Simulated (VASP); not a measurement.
# SiC (e600) (Imm2) in VASP: a series of runs

SiC (e600) is run at these levels: PBEsol; tasks: single point, relaxation of the atoms.

All numbers are computed with VASP 6.6.1; they aren't measurements. Logs are shortened: lines on timing, memory, paths and dates and some standing lists are left out, and cuts for length are marked.

### 1 The cell of the first run

It takes space group Imm2 (No. 44, orthorhombic). The conventional cell has a = 3.083 Å, b = 3.112 Å, c = 4.340 Å, α = 90.00°, β = 90.00°, γ = 90.00°. Within 2.5 Å of Si (site symmetry mm2) lie 4 C at 1.89 Å. C (site symmetry mm2) has 4 Si at 1.89 Å within 2.5 Å.

### 2 Single point, PBEsol

INCAR

```
SYSTEM = SiC
PREC     = Accurate       ! precision mode
ENCUT    = 600            ! plane-wave cutoff, eV
EDIFF    = 1E-6           ! SCF threshold, eV
ISMEAR   = 0              ! smearing method
SIGMA    = 0.01           ! smearing width, eV
LREAL    = .False.        ! projectors in reciprocal space
LASPH    = .True.         ! aspherical terms in the spheres
NELM     = 120            ! most SCF steps
ALGO     = Normal         ! electronic algorithm
ISIF     = 2              ! what is computed and relaxed
LWAVE    = .False.        ! write WAVECAR
LCHARG   = .False.        ! write CHGCAR
GGA      = PS             ! functional
NBANDS   = 11             ! bands
GGA_COMPAT= .False.
```

KPOINTS

```
Automatic mesh
0
Gamma
  10 10 10
  0 0 0
```

POSCAR

```
SiC
1.0
    0.0102556683      2.1899865498      2.1701618403
    2.1899865498      0.0102556683      2.1701618403
    2.2002422182      2.2002422182      0.0000000001
Si C
1 1
Direct
    0.0004679614      0.0004679614     -0.0004679614
    0.2495320386      0.2495320386      0.2504679614
```

Potentials or basis: VASP PAW PBE potentials, release 64 (Si, C).

On the command line:

```bash
$ cat potpaw_PBE.64/Si/POTCAR potpaw_PBE.64/C/POTCAR > POTCAR
$ mpirun -np 1 vasp_std > vasp.out
```

OUTCAR:

```text
SYSTEM = SiC
   PREC = Accurate
   ENCUT = 600
   EDIFF = 1E-6
   ISMEAR = 0
   LREAL = .False.
   LASPH = .True.
   NELM = 120
   ISIF = 2
   GGA = PS

 ion  position               nearest neighbor table
   1  0.000  0.000  1.000-   2 1.89   2 1.89   2 1.89   2 1.89
   2  0.250  0.250  0.250-   1 1.89   1 1.89   1 1.89   1 1.89

  LATTYP: Found a body centered orthorhombic cell.
 ALAT       =     3.0826049749
 B/A-ratio  =     1.0094100317
 C/A-ratio  =     1.4080051501

  Lattice vectors:

 A1 = (   2.1899865499,   0.0102556684,  -2.1701618402)
 A2 = (  -2.1899865498,  -0.0102556683,  -2.1701618403)
 A3 = (   0.0102556683,   2.1899865498,   2.1701618403)

Analysis of symmetry for initial positions (statically):
=====================================================================
 Subroutine PRICEL returns:
 Original cell was already a primitive cell.

 Routine SETGRP: Setting up the symmetry group for a
 body centered orthorhombic supercell.

 Subroutine GETGRP returns: Found  4 space group operations
 (whereof  4 operations were pure point group operations)
 out of a pool of  8 trial point group operations.

The static configuration has the point symmetry C_2v.

Analysis of symmetry for dynamics (positions and initial velocities):
=====================================================================
 Subroutine PRICEL returns:
 Original cell was already a primitive cell.

 Routine SETGRP: Setting up the symmetry group for a
 body centered orthorhombic supercell.

 Subroutine GETGRP returns: Found  4 space group operations
 (whereof  4 operations were pure point group operations)
 out of a pool of  8 trial point group operations.

The dynamic configuration has the point symmetry C_2v.

 Subroutine INISYM returns: Found  4 space group operations
 (whereof  4 operations are pure point group operations),
 and found     1 'primitive' translations

----------------------------------------------------------------------------------------

                                     Primitive cell

  volume of cell :      20.8159

  direct lattice vectors                    reciprocal lattice vectors
     0.010255668  2.189986550  2.170161840    -0.229386116  0.229386116  0.230397563
     2.189986550  0.010255668  2.170161840     0.229386116 -0.229386116  0.230397563
     2.200242218  2.200242218  0.000000000     0.227247707  0.227247707 -0.230397563

  length of vectors
     3.083139420  3.083139420  3.111612385     0.397893223  0.397893223  0.395431509

  position of ions in fractional coordinates (direct lattice)
     0.000467961  0.000467961  0.999532039
     0.249532039  0.249532039  0.250467961

  ion indices of the primitive-cell ions
   primitive index   ion index
                 1           1
                 2           2

----------------------------------------------------------------------------------------

 KPOINTS: Automatic mesh

Automatic generation of k-mesh.
 Grid dimensions read from file:
 generate k-points for:   10   10   10

 Generating k-lattice:

  Cartesian coordinates                     Fractional coordinates (reciprocal lattice)
    -0.022938612  0.022938612  0.023039756     0.100000000  0.000000000 -0.000000000
     0.022938612 -0.022938612  0.023039756     0.000000000  0.100000000 -0.000000000
     0.022724771  0.022724771 -0.023039756    -0.000000000 -0.000000000  0.100000000

  Length of vectors
     0.039789322  0.039789322  0.039543151

  Shift w.r.t. Gamma in fractional coordinates (k-lattice)
     0.000000000  0.000000000  0.000000000

 Subroutine IBZKPT returns following result:
 ===========================================

 Found    171 irreducible k-points:

 Following reciprocal coordinates:
            Coordinates               Weight
  0.000000  0.000000  0.000000      1.000000
  0.100000  0.000000 -0.000000      4.000000
  0.200000  0.000000 -0.000000      4.000000
  0.300000  0.000000 -0.000000      4.000000
  0.400000  0.000000 -0.000000      4.000000
  0.500000  0.000000  0.000000      2.000000
[... 16 lines left out ...]
  0.300000  0.300000 -0.000000      2.000000
  0.400000  0.300000 -0.000000      4.000000
 [... further k-points ...]
   k-points           NKPTS =    171   k-points in BZ     NKDIM =    171   number of bands    NBANDS=     11
   number of dos      NEDOS =    301   number of ions     NIONS =      2
   total plane-waves  NPLWV =  21952
   dimension x,y,z NGX =    28 NGY =   28 NGZ =   28
   dimension x,y,z NGXF=    56 NGYF=   56 NGZF=   56
   ions per type =               1   1
   NGX,Y,Z   is equivalent  to a cutoff of  15.10, 15.10, 14.96 a.u.
   NGXF,Y,Z  is equivalent  to a cutoff of  30.20, 30.20, 29.92 a.u.
 SYSTEM =  SiC
   PREC   = accura    normal or accurate (medium, high low for compatibility)
   ISTART =      0    job   : 0-new  1-cont  2-samecut
   ICHARG =      2    charge: 1-file 2-atom 10-const
   ISPIN  =      1    spin polarized calculation?
[... 58 lines left out ...]
 fundamental gap:      1.1408497890
 Fermi energy:         8.0834576599

 k-point     1 :       0.0000    0.0000    0.0000
  band No.  band energies     occupation
      1      -7.3880      2.00000
      2       7.9247      2.00000
      3       8.0147      2.00000
      4       8.0290      2.00000
      5      14.0865      0.00000
      6      15.1017      0.00000
      7      15.1960      0.00000
      8      15.2984      0.00000
      9      22.2749      0.00000
     10      22.5443      0.00000
     11      24.1603      0.00000

 k-point     2 :       0.1000    0.0000   -0.0000
  band No.  band energies     occupation
      1      -7.1914      2.00000
      2       7.0132      2.00000
      3       7.7849      2.00000
      4       7.8898      2.00000
      5      14.2994      0.00000
      6      15.3482      0.00000
      7      15.4594      0.00000
      8      15.5767      0.00000
      9      21.2971      0.00000
     10      21.5473      0.00000
     11      23.9961      0.00000

 k-point     3 :       0.2000    0.0000   -0.0000
  band No.  band energies     occupation
      1      -6.6099      2.00000
      2       4.8930      2.00000
      3       7.4656      2.00000
      4       7.5819      2.00000
      5      14.0101      0.00000
      6      15.6985      0.00000
      7      15.8416      0.00000
      8      16.7127      0.00000
      9      20.6420      0.00000
     10      20.8444      0.00000
     11      23.1140      0.00000

 k-point     4 :       0.3000    0.0000   -0.0000
  band No.  band energies     occupation
      1      -5.6780      2.00000
      2       2.5724      2.00000
      3       7.1388      2.00000
      4       7.2664      2.00000
      5      13.5965      0.00000
      6      15.5303      0.00000
      7      15.7194      0.00000
      8      17.6247      0.00000
      9      21.5050      0.00000
     10      21.6398      0.00000
     11      22.8579      0.00000

 k-point     5 :       0.4000    0.0000   -0.0000
  band No.  band energies     occupation
      1      -4.5196      2.00000
      2       0.5017      2.00000
      3       6.9134      2.00000
      4       7.0489      2.00000
      5      13.3215      0.00000
      6      15.1333      0.00000
      7      15.3468      0.00000
      8      17.8651      0.00000
      9      23.4544      0.00000
     10      23.4629      0.00000
     11      23.5666      0.00000
[... 211 lines left out ...]
 k-point    21 :      -0.3000    0.2000   -0.0000
  band No.  band energies     occupation
      1      -4.2987      2.00000
      2       1.6014      2.00000
      3       4.2255      2.00000
      4       6.7066      2.00000
      5      13.3156      0.00000
      6      16.0619      0.00000
      7      16.5329      0.00000
      8      18.1907      0.00000
      9      20.5072      0.00000
     10      23.2910      0.00000
     11      27.0127      0.00000

 k-point    22 :      -0.2000    0.2000    0.0000
  band No.  band energies     occupation
      1      -5.3698      2.00000
      2       3.2211      2.00000
      3       4.8206      2.00000
      4       7.2476      2.00000
      5      14.3172      0.00000
      6      15.7759      0.00000
      7      16.1645      0.00000
      8      17.0851      0.00000
      9      19.2721      0.00000
     10      23.2554      0.00000
     11      27.1965      0.00000

 k-point    23 :       0.3000    0.3000   -0.0000
  band No.  band energies     occupation
      1      -5.0900      2.00000
      2       3.6931      2.00000
      3       5.4862      2.00000
      4       5.6386      2.00000
      5      11.0173      0.00000
      6      13.4001      0.00000
      7      19.3651      0.00000
      8      19.4071      0.00000
      9      20.3498      0.00000
     10      24.8837      0.00000
     11      29.5084      0.00000

 k-point    24 :       0.4000    0.3000   -0.0000
  band No.  band energies     occupation
      1      -4.2107      2.00000
      2       2.4709      2.00000
      3       4.8444      2.00000
      4       5.2173      2.00000
      5      10.6758      0.00000
      6      13.4294      0.00000
      7      19.5013      0.00000
      8      19.7494      0.00000
      9      21.6544      0.00000
     10      25.8857      0.00000
     11      29.1185      0.00000

 [... further k-points ...]
[... 5 lines left out ...]
  --------------------------------------------------------------------------------------
  -------------------------------------------------------------------------------------
  Total       -0.2606813     -0.2606813      0.0287925     -0.2916224     -0.0000000     -0.0000000
  in kB      -20.0643476    -20.0643476      2.2161230    -22.4458451     -0.0000000     -0.0000000
  external PRESSURE =     -12.6375240 kB  Pullay stress =       0.0000000 kB

 VOLUME and BASIS-vectors are now :
 -----------------------------------------------------------------------------
  energy-cutoff  :      600.00
  volume of cell :       20.82
      direct lattice vectors                 reciprocal lattice vectors
     0.010255668  2.189986550  2.170161840    -0.229386116  0.229386116  0.230397563
     2.189986550  0.010255668  2.170161840     0.229386116 -0.229386116  0.230397563
     2.200242218  2.200242218  0.000000000     0.227247707  0.227247707 -0.230397563

 POSITION                                       TOTAL-FORCE (eV/Angst)
 -----------------------------------------------------------------------------------
      2.20024      2.20024      0.00203        -0.000000     -0.000000      0.000739
      1.10012      1.10012      1.08305         0.000000      0.000000     -0.000739
 -----------------------------------------------------------------------------------
    total drift:                               -0.000000     -0.000000     -0.000022

  FREE ENERGIE OF THE ION-ELECTRON SYSTEM (eV)
  ---------------------------------------------------
  free  energy   TOTEN  =       -15.9134997114 eV

  energy  without entropy=      -15.9134997114  energy(sigma->0) =      -15.91349971
```

Wall time 44 s (1 thread of Intel Xeon 6975P-C, shared host); peak memory 0.18 GiB.

What came out:

* Free energy: -15.9135 eV
* Pressure: -1.3 GPa
* Band gap on the k mesh: 1.14 eV, indirect (least direct gap 4.36 eV)

Stress tensor (GPa, compression positive):
```
-2.01 -2.24  0.00
-2.24 -2.01  0.00
 0.00  0.00  0.22
```

Caveat: the PAW data sets were made with another functional, which shifts forces and pressure a little. A k mesh can miss the band edges.

### 3 Relaxation of the atoms, PBEsol (strained cell)

INCAR

```
ALGO = Normal
EDIFF = 1E-7
EDIFFG = -0.002
ENCUT = 520
GGA = PS
GGA_COMPAT = F
IBRION = 2
ISIF = 2
ISMEAR = 0
LASPH = T
LCHARG = F
LREAL = F
LWAVE = F
NELM = 120
NELMIN = 4
NSW = 60
PREC = Accurate
SIGMA = 0.02
```

KPOINTS

```
k-points
0
Gamma
  10 10 10
```

POSCAR

```
SiC
1.0
    0.0106677765      2.1895744417      2.1668292503
    2.1895744417      0.0106677765      2.1668292503
    2.2002422182      2.2002422182      0.0000000000
Si C
1 1
Direct
    0.0001587648      0.0001587648     -0.0001587648
    0.2498412352      0.2498412352      0.2501587648
```

Potentials or basis: VASP PAW PBE potentials, release 64 (Si, C).

On the command line:

```bash
$ cat potpaw_PBE.64/Si/POTCAR potpaw_PBE.64/C/POTCAR > POTCAR
$ mpirun -np 1 vasp_std > vasp.out
```

Wall time 26 s (1 thread of Intel Xeon 6975P-C, shared host); peak memory 0.15 GiB.

Results (log left out):

| Item | Value |
| --- | --- |
| Free energy | -15.9122 eV |
| Energy gained by relaxing | 0.0 meV/atom |
| Ionic steps | 3 |
| Pressure after relaxing | -0.7 GPa |
| Band gap on the k mesh | 1.12 eV, indirect (least direct gap 4.36 eV) |

Stress tensor (GPa, compression positive):
```
-1.57 -2.34  0.00
-2.34 -1.57  0.00
 0.00  0.00  0.98
```

Final structure:
```cif
data_structure
_symmetry_space_group_name_H-M 'P 1'
_symmetry_Int_Tables_number 1
_cell_length_a 3.0805
_cell_length_b 3.0805
_cell_length_c 3.1116
_cell_angle_alpha 59.665
_cell_angle_beta 59.665
_cell_angle_gamma 60.020
_cell_volume 20.78
loop_
_atom_site_label
_atom_site_type_symbol
_atom_site_fract_x
_atom_site_fract_y
_atom_site_fract_z
_atom_site_occupancy
Si1 Si 0.00050 0.00050 0.99950 1
C1 C 0.24950 0.24950 0.25050 1
```

Levels at points of the mesh, in eV from the valence-band top:
| k point | band 2 | band 3 | band 4 | band 5 | band 6 | band 7 |
| --- | --- | --- | --- | --- | --- | --- |
| (0.00, 0.00, 0.00) | -0.12 | -0.02 | 0.00 | 6.07 | 7.08 | 7.17 |
| (0.50, 0.00, 0.00) | -8.61 | -1.21 | -1.06 | 5.20 | 6.92 | 7.17 |
| (0.50, 0.50, 0.00) | -7.78 | -3.41 | -3.24 | 1.12 | 4.02 | 13.82 |
| (0.00, 0.00, 0.50) | -8.64 | -1.11 | -1.02 | 5.36 | 7.08 | 7.17 |
| (0.50, 0.00, 0.50) | -7.91 | -3.22 | -3.20 | 1.22 | 4.20 | 13.69 |

Caveat: the cell differs from its parent crystal (strained cell); the PAW data sets were made with another functional, which shifts forces and pressure a little. A k mesh can miss the band edges.

### 4 Relaxation of the atoms, PBEsol (strained cell)

INCAR

```
SYSTEM = SiC
PREC = Accurate ; ENCUT = 520
EDIFF = 1E-7 ; ISMEAR = 0
SIGMA = 0.02 ; LREAL = .False.
LASPH = .True. ; NELM = 120
ALGO = Normal ; ISIF = 2
LWAVE = .False. ; LCHARG = .False.
GGA = PS ; IBRION = 2
NSW = 60 ; EDIFFG = -0.002
GGA_COMPAT = .False. ; NELMIN = 4
```

KPOINTS

```
regular mesh
0
Gamma
  10 10 10
  0 0 0
```

POSCAR

```
SiC
1.0
    0.0098644269      2.1903777913      2.1728130176
    2.1903777913      0.0098644269      2.1728130176
    2.2002422182      2.2002422182      0.0000000000
Si C
1 1
Direct
    0.0004912380      0.0004912380     -0.0004912380
    0.2495087620      0.2495087620      0.2504912380
```

On the command line:

```bash
$ cat potpaw_PBE.64/Si/POTCAR potpaw_PBE.64/C/POTCAR > POTCAR
$ mpirun -np 1 vasp_std > vasp.out
```

Wall time 27 s (1 thread of Intel Xeon 6975P-C, shared host); peak memory 0.16 GiB.

The run converged. Its results:

| Item | Value |
| --- | --- |
| Free energy | -15.9124 eV |
| Energy gained by relaxing | 0.0 meV/atom |
| Ionic steps | 3 |
| Pressure after relaxing | -1.5 GPa |
| Band gap on the k mesh | 1.15 eV, indirect (least direct gap 4.36 eV) |

Stress tensor (GPa, compression positive):
```
-2.14 -2.15  0.00
-2.15 -2.14  0.00
 0.00  0.00 -0.16
```

Final structure:
```
CELL_PARAMETERS angstrom
0.00986 2.19038 2.17281
2.19038 0.00986 2.17281
2.20024 2.20024 0.00000
ATOMIC_POSITIONS crystal
Si 0.00045 0.00045 0.99955
C 0.24955 0.24955 0.25045
```

Levels at points of the mesh, in eV from the valence-band top:
| k point | band 2 | band 3 | band 4 | band 5 | band 6 | band 7 |
| --- | --- | --- | --- | --- | --- | --- |
| (0.00, 0.00, 0.00) | -0.10 | -0.01 | 0.00 | 6.05 | 7.07 | 7.16 |
| (0.50, 0.00, 0.00) | -8.58 | -1.18 | -1.06 | 5.20 | 6.94 | 7.14 |
| (0.50, 0.50, 0.00) | -7.78 | -3.37 | -3.21 | 1.15 | 4.05 | 13.80 |
| (0.00, 0.00, 0.50) | -8.61 | -1.09 | -1.03 | 5.33 | 7.09 | 7.14 |
| (0.50, 0.00, 0.50) | -7.88 | -3.21 | -3.19 | 1.23 | 4.18 | 13.70 |

Caveat: the cell differs from its parent crystal (strained cell); the PAW data sets were made with another functional, which shifts forces and pressure a little.

### 5 Relaxation of the atoms, PBEsol (strained cell)

INCAR

```
SYSTEM = SiC
  PREC = Accurate
  ENCUT = 520
  EDIFF = 1E-7
  ISMEAR = 0
  SIGMA = 0.02
  LREAL = .FALSE.
  LASPH = .TRUE.
  NELM = 120
  ALGO = Normal
  ISIF = 2
  LWAVE = .FALSE.
  LCHARG = .FALSE.
  GGA = PS
  IBRION = 2
  NSW = 60
  EDIFFG = -0.002
  GGA_COMPAT = .FALSE.
  NELMIN = 4
```

KPOINTS

```
Automatic mesh
0
G
  10 10 10
  0 0 0
```

POSCAR

```
SiC
1.0
    0.0102556683      2.1899865498      2.1701618403
    2.1899865498      0.0102556683      2.1701618403
    2.2002422182      2.2002422182      0.0000000000
Si C
1 1
Direct
    0.0004456181      0.0004456181     -0.0004456181
    0.2495543819      0.2495543819      0.2504456181
```

On the command line:

```bash
$ cat potpaw_PBE.64/Si/POTCAR potpaw_PBE.64/C/POTCAR > POTCAR
$ mpirun -np 1 vasp_std > vasp.out
```

It took 24 s on 1 thread of Intel Xeon 6975P-C, shared host; peak memory 0.15 GiB.

The run converged. Its results:

| Item | Value |
| --- | --- |
| Free energy | -15.9124 eV |
| Energy gained by relaxing | 0.0 meV/atom |
| Ionic steps | 3 |
| Pressure after relaxing | -1.1 GPa |
| Band gap on the k mesh | 1.14 eV, indirect (least direct gap 4.36 eV) |

Stress tensor (GPa, compression positive):
```
-1.88 -2.24  0.00
-2.24 -1.88  0.00
 0.00  0.00  0.35
```

Final structure:
```
Si C
1.0
     0.01026    2.18999    2.17016
     2.18999    0.01026    2.17016
     2.20024    2.20024    0.00000
Si C
1 1
Direct
  0.00047 0.00047 0.99953
  0.24953 0.24953 0.25047
```

Levels at points of the mesh, in eV from the valence-band top:
```csv
k point,band 2,band 3,band 4,band 5,band 6,band 7
"(0.00, 0.00, 0.00)",-0.10,-0.01,0.00,6.06,7.07,7.17
"(0.50, 0.00, 0.00)",-8.59,-1.19,-1.06,5.20,6.93,7.15
"(0.50, 0.50, 0.00)",-7.78,-3.38,-3.22,1.14,4.04,13.81
"(0.00, 0.00, 0.50)",-8.62,-1.10,-1.03,5.34,7.09,7.15
"(0.50, 0.00, 0.50)",-7.89,-3.21,-3.20,1.23,4.19,13.70
```

Caveat: the cell differs from its parent crystal (strained cell); the PAW data sets were made with another functional, which shifts forces and pressure a little. A k mesh can miss the band edges.

### 6 Overview

| task | cell | cutoff (eV) | smearing | gap on the mesh (eV) | pressure (GPa) |
| --- | --- | --- | --- | --- | --- |
| single point | a = 3.083, b = 3.083, c = 3.112 Å, angles 59.7, 59.7, 60.0°, 2 atoms | 600 | gaussian 0.01 eV | 1.14 | -1.3 |
| relaxation of the atoms | atoms relaxed from a = 3.081, b = 3.081, c = 3.112 Å, angles 59.7, 59.7, 60.0°, 2 atoms | 520 | gaussian 0.02 eV | 1.12 | -0.7 |
| relaxation of the atoms | atoms relaxed from a = 3.085, b = 3.085, c = 3.112 Å, angles 59.7, 59.7, 60.0°, 2 atoms | 520 | gaussian 0.02 eV | 1.15 | -1.5 |
| relaxation of the atoms | atoms relaxed from a = 3.083, b = 3.083, c = 3.112 Å, angles 59.7, 59.7, 60.0°, 2 atoms | 520 | gaussian 0.02 eV | 1.14 | -1.1 |

Alike in all rows: level PBEsol; potentials or basis VASP PAW PBE potentials, release 64 (Si, C); no spin polarisation; k mesh 10 × 10 × 10.

Caveats: the PAW data sets were made with another functional, which shifts forces and pressure a little.

Absolute energies hang on the potentials; compare differences alone.
